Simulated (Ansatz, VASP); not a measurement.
# Zn in VASP and in Ansatz

File INCAR:

```
SYSTEM = Zn
ALGO = Normal
EDIFF = 1E-8
ENCUT = 520
GGA = PS
ISIF = 2
ISMEAR = -1
LASPH = .TRUE.
LCHARG = .FALSE.
LEFG = .TRUE.
LREAL = .FALSE.
LWAVE = .FALSE.
NBANDS = 19
NELM = 60
PREC = Accurate
SIGMA = 0.03
```

File KPOINTS:

```
k-points
0
G
  16 16 8
  0 0 0
```

The input POSCAR:

```
Zn
1.0
    2.6558856186      0.0000000000      0.0000000000
   -1.3279428093      2.3000644152      0.0000000000
    0.0000000000      0.0000000000      4.9301557293
Zn
2
Direct
    0.3333333333      0.6666666667      0.2500000000
    0.6666666667      0.3333333333      0.7500000000
```

Input for Ansatz:

```yaml
crystal:
  lattice:
    - [2.6558856186, 0.0, 0.0]
    - [-1.3279428093, 2.3000644152, 0.0]
    - [0.0, 0.0, 4.9301557293]
  atoms:
    - { symbol: Zn, position: [0.3333333333, 0.6666666667, 0.25] }
    - { symbol: Zn, position: [0.6666666667, 0.3333333333, 0.75] }
kpoints:
  mp_grid: { grid: [16, 16, 8] }
scf:
  occupations: { method: fermi_dirac, width: 0.03 }
hamiltonian:
  xc: pbesol
  pseudopotentials: { kind: all_electron, datasets: crystal }
output:
  forces: true
  stress: true
  eigenvalues: true
  efg: { contact_densities: true }
```

Change from the starting cell: volume scaled by 0.99, crystal datasets.

Alike in both runs: task electric field gradients; functional PBEsol; k mesh 16 × 16 × 8; occupations fermi-dirac, width 0.03 eV; no spin polarisation.

```csv
,VASP,Ansatz
version,VASP 6.6.1,Ansatz 0.2.0
potentials or method,"VASP PAW PBE potentials, release 64 (Zn), cutoff 520 eV","all-electron PAW with datasets made for the crystal, scalar-relativistic"
```

```csv
,VASP,Ansatz,Ansatz less VASP
pressure (GPa),-4.5,-4.8,-0.35
"traceless stress, the component that is largest in VASP (GPa)",0.09,0.20,+0.110
size of Vzz on the site where it differs most (V/Å²),38.4,38.0,-0.35
```

VASP's potentials were made for PBE, not for PBEsol. Ansatz ran all-electron here, and VASP with PAW potentials.
